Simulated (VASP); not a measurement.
Set up this calculation in VASP 6.6.1, as the native input.

```
Task                   : single point
Functional             : PBEsol
Potentials or basis    : VASP PAW PBE potentials, release 64 (Pb_d, S)
Cutoff                 : 520 eV
k mesh                 : 10 × 10 × 10
Occupations            : gaussian, width 0.05 eV
Spin                   : no spin polarisation
Dipole correction      : no
Further INCAR settings : ALGO = Normal; EDIFF = 1e-06; NBANDS = 17
```

The structure of PbS lies in POSCAR:

```
PbS
1.0
    0.0000000000      2.9411910500      2.9411910500
    2.9411910500      0.0000000000      2.9411910500
    2.9411910500      2.9411910500      0.0000000000
Pb S
1 1
Direct
    0.0000000000      0.0000000000      0.0000000000
    0.5000000000      0.5000000000      0.5000000000
```

This cell differs from its parent crystal: strained.

The input as run:

INCAR

```
PREC = Accurate ; ENCUT = 520
EDIFF = 1E-6 ; ISMEAR = 0
SIGMA = 0.05 ; LREAL = F
LASPH = T ; NELM = 100
ALGO = Normal ; ISIF = 2
LWAVE = F ; LCHARG = T
GGA = PS ; LELF = T
LVHAR = T ; NBANDS = 17
```

KPOINTS

```
regular mesh
0
Gamma
  10 10 10
```

Potentials or basis: VASP PAW PBE potentials, release 64 (Pb_d, S).

Run with:

```console
$ cat potpaw_PBE.64/Pb_d/POTCAR potpaw_PBE.64/S/POTCAR > POTCAR
$ mpirun -np 1 vasp_std > vasp.out
```

Results of the run:

* Pressure: 0.6 GPa
* Band gap on the k mesh: 0.16 eV

Caveat: the cell differs from its parent crystal (strained); the PAW data sets were made with another functional, which shifts forces and pressure a little; spin-orbit coupling is left out, which moves the levels of the heavy elements.

It took 39 s on 1 thread of Intel Xeon 8259CL, with other jobs on the host, peak memory 0.19 GiB.
